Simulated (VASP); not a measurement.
# Sc2Hg: relaxation of cell and atoms with PBE

Crystal: Sc2Hg.

```
CELL_PARAMETERS angstrom
0.00000 3.38690 3.38690
3.38690 0.00000 3.38690
3.38690 3.38690 0.00000
ATOMIC_POSITIONS crystal
Sc 0.25000 0.25000 0.25000
Sc 0.75000 0.75000 0.75000
Hg 0.00000 0.00000 0.00000
```

```yaml
Program: VASP 6.6.1
Task: relaxation of cell and atoms
Functional: PBE
Potentials_or_basis: VASP PAW PBE potentials, release 64 (Sc_sv, Hg)
Cutoff: 600 eV
k_mesh: 12 × 12 × 12
Occupations: gaussian, width 0.1 eV
Spin: no spin polarisation
Dipole_correction: no
Further_INCAR_settings: ALGO = Fast; EDIFF = 1e-06; IBRION = 2; EDIFFG = -0.01; NSW = 100; ISIF = 3
```

| Quantity | Value |
| --- | --- |
| Relaxed volume | 25.98 Å³/atom |
| Relaxed cell | a = 4.795 Å, b = 4.795 Å, c = 4.795 Å, α = 60.00°, β = 60.00°, γ = 60.00° |
| Space group after relaxing (to 0.05 Å) | Fm-3m (No. 225) |
| Energy gained by relaxing | 0.1 meV/atom |
| Ionic steps | 3 |
| Pressure after relaxing | 0.0 GPa |
| Band gap on the k mesh | zero (band 17 reaches 3.30 eV, above the bottom of band 18 at 3.21 eV) |

Step by step:
| step | energy change (eV) | largest force (eV/Å) | pressure (GPa) | volume (Å³) |
| --- | --- | --- | --- | --- |
| 1 | 0.0000 | 0.0000 | 0.33 | 77.70 |
| 2 | 0.0001 | 0.0000 | -0.21 | 78.30 |
| 3 | -0.0002 | 0.0000 | 0.03 | 77.95 |

Final structure:
```
Sc Hg
1.0
     0.00000    3.39042    3.39042
     3.39042    0.00000    3.39042
     3.39042    3.39042    0.00000
Sc Hg
2 1
Cartesian
  1.6952 1.6952 1.6952
  5.0856 5.0856 5.0856
  0.0000 0.0000 0.0000
```

Levels at points of the mesh, in eV from the Fermi level:
| k point | band 13 | band 14 | band 15 | band 16 | band 17 | band 18 | band 19 | band 20 | band 21 |
| --- | --- | --- | --- | --- | --- | --- | --- | --- | --- |
| (0.00, 0.00, 0.00) | -7.39 | -7.09 | -0.99 | -0.99 | -0.99 | 0.15 | 0.15 | 2.51 | 2.51 |
| (0.50, 0.00, 0.00) | -7.34 | -5.65 | -2.73 | -0.38 | -0.38 | 0.88 | 0.88 | 1.20 | 1.30 |
| (0.50, 0.50, 0.00) | -7.26 | -5.20 | -2.79 | -0.29 | 0.09 | 0.26 | 0.26 | 0.42 | 1.61 |

Run time: 17 min on 1 thread of Oxide Virtual Turin-like Processor, with other jobs on the host, peak memory 0.32 GiB.

Caveat: spin-orbit coupling is left out, which moves the levels of the heavy elements.
